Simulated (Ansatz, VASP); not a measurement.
Sn in VASP and in Ansatz

The input INCAR:

```
SYSTEM = Sn
  PREC = Accurate
  ENCUT = 520
  EDIFF = 1E-6
  ISMEAR = -1
  SIGMA = 0.05
  LREAL = .False.
  LASPH = .True.
  NELM = 150
  ALGO = Fast
  ISIF = 2
  LWAVE = .False.
  LCHARG = .False.
  MAGMOM = 0 0 0
  LORBIT = 11
  LSORBIT = .True.
  GGA_COMPAT = .False.
  LORBMOM = .True.
  GGA = CA
  NBANDS = 25
```

KPOINTS

```
Automatic mesh
0
Gamma
  8 8 8
  0 0 0
```

The input POSCAR:

```
Sn
1.0
   -1.7265390000      1.7755470000      2.3383420000
    1.7265390000     -1.7755470000      2.3383420000
    1.7265390000      1.7755470000     -2.3383420000
Sn
1
Direct
    0.0000000000      0.0000000000      0.0000000000
```

Contents of input.yaml:

```yaml
crystal:
  lattice:
    - [-1.726539, 1.775547, 2.338342]
    - [1.726539, -1.775547, 2.338342]
    - [1.726539, 1.775547, -2.338342]
  atoms:
    - { symbol: Sn, position: [0.0, 0.0, 0.0] }
hamiltonian:
  xc: lda
  pseudopotentials: { kind: paw_fr }
magnetization:
  noncollinear: true
  spin_orbit: true
kpoints:
  mp_grid: { grid: [8, 8, 8] }
  band_path:
    path:
      - [[0.0, 0.0, 0.0], [-0.3862939988, 0.3862939988, 0.3862939988], [-0.2804352521, 0.2804352521, 0.4921527456], [0.0, 0.0, 0.5], [0.25, 0.25, 0.25], [0.0, 0.5, 0.0], [0.3862939988, 0.6137060012, -0.3862939988], [0.5, 0.5, -0.5], [0.0, 0.0, 0.0], [0.3941412533, -0.3941412533, 0.3941412533], [0.5, 0.0, 0.0], [0.25, 0.25, 0.25]]
      - [[0.2804352521, -0.2804352521, 0.5078472544], [0.3941412533, -0.3941412533, 0.3941412533]]
      - [[0.6058587467, 0.3941412533, -0.3941412533], [0.5, 0.5, -0.5]]
    npoints: 14
scf:
  occupations: { method: fermi_dirac, width: 0.05 }
  n_extra_bands: 6
output:
  forces: true
  stress: true
  eigenvalues: true
  fatbands: false
  write_density: true
  write_potential: true
  elf: true
  volumetric_format: npy
```

Alike in both runs: functional LDA; k mesh 8 × 8 × 8; occupations fermi-dirac, width 0.05 eV; non-collinear spin, spin-orbit coupling.

```csv
,VASP,Ansatz
version,VASP 6.6.1,Ansatz 0.2.0
potentials or method,"VASP PAW LDA potentials, release 64 (Sn_d)",Ansatz PAW
plane-wave cutoff (eV),520,420
valence electrons in the cell,14,14
task,single point,band structure
```

Ansatz gave:

```
pressure (GPa)                                                : -4.9
traceless stress, the component that is largest in VASP (GPa) : -0.63
```

Which values does VASP return?

Pressure (GPa): -4.9; traceless stress, the component that is largest in VASP (GPa): -0.64.

LDA's correlation is that of Perdew and Zunger in VASP and of Perdew and Wang (1992) in Ansatz.
